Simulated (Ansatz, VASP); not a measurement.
Two plane-wave programs on CsTl

Contents of INCAR:

```
ALGO = Fast ; EDIFF = 1E-6
ENCUT = 520 ; GGA = PE
ISIF = 2 ; ISMEAR = 0
LASPH = True ; LCHARG = True
LELF = True ; LREAL = False
LVHAR = True ; LWAVE = False
NBANDS = 18 ; NELM = 60
PREC = Accurate ; SIGMA = 0.1
```

Contents of KPOINTS:

```
k-points
0
Gamma
  12 12 12
```

POSCAR

```
CsTl
1.0
    4.5683946179      0.0000000000      0.0000000000
    0.0000000000      4.5683946179      0.0000000000
    0.0000000000      0.0000000000      4.5683946179
Cs Tl
1 1
Direct
    0.5000000000      0.5000000000      0.5000000000
    0.0000000000      0.0000000000      0.0000000000
```

Input for Ansatz:

```yaml
crystal:
  lattice:
    - [4.5683946179, 0.0, 0.0]
    - [0.0, 4.5683946179, 0.0]
    - [0.0, 0.0, 4.5683946179]
  atoms:
    - { symbol: Cs, position: [0.5, 0.5, 0.5] }
    - { symbol: Tl, position: [0.0, 0.0, 0.0] }
basis:
  ecutwfc: 420
kpoints:
  mp_grid: { grid: [12, 12, 12] }
hamiltonian:
  xc: pbe
scf:
  occupations: { method: gaussian, width: 0.1 }
output:
  forces: true
  stress: true
  eigenvalues: true
  write_density: true
  write_potential: true
  elf: true
  volumetric_format: npy
```

Alike in both runs: task single point; functional PBE; k mesh 12 × 12 × 12; occupations gaussian, width 0.1 eV; no spin polarisation.

|  | VASP | Ansatz |
| --- | --- | --- |
| version | VASP 6.6.1 | Ansatz 0.2.0 |
| potentials or method | VASP PAW PBE potentials, release 64 (Cs_sv, Tl_d), cutoff 520 eV | scalar-relativistic, plane waves, PAW |
| valence electrons in the cell | 22 | 22 |

|  | VASP | Ansatz | Ansatz less VASP |
| --- | --- | --- | --- |
| gap on the k mesh at the Fermi level (eV) | none | none | - |
| pressure (GPa) | 0.5 | 0.5 | +0.01 |

A gap of «none» marks a metal or a gap that the smearing closes. With one functional, cell and mesh, what is left measures potentials, basis and numerics.

Spin-orbit coupling is off throughout.
